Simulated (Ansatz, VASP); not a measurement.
## Cr: VASP beside Ansatz

```
CELL_PARAMETERS angstrom
0.00000 2.84818 2.84818
2.84818 0.00000 2.84818
2.84818 2.84818 0.00000
ATOMIC_POSITIONS crystal
Cr 0.12500 0.12500 0.12500
Cr 0.87500 0.87500 0.87500
```

Alike in both runs: task single point; functional revPBE; k mesh 11 × 11 × 11; occupations fermi-dirac, width 0.05 eV; collinear spin.

|  | VASP | Ansatz |
| --- | --- | --- |
| version | VASP 6.6.1 | Ansatz 0.2.0 |
| potentials or method | VASP PAW PBE potentials, release 64 (Cr_pv), cutoff 520 eV | plane waves (420 eV) with PAW, scalar-relativistic |
| valence electrons in the cell | 24 | 28 |

VASP gave:

| Property | Result |
| --- | --- |
| pressure (GPa) | -1.6 |
| net moment per atom (μB) | 0.00 |
| size of the moment on the site where the two differ most (μB) | 3.31 |

**Question.** Which values does Ansatz return?

**Answer.** Pressure (GPa): -1.7; net moment per atom (μB): 0.00; size of the moment on the site where the two differ most (μB): 3.10.

VASP's potentials were made for PBE, not for revPBE. Site moments also hang on the region over which each program counts them. VASP's potentials hold 24 valence electrons a cell and Ansatz's 28, so a difference there can come from the potentials and not from the codes.
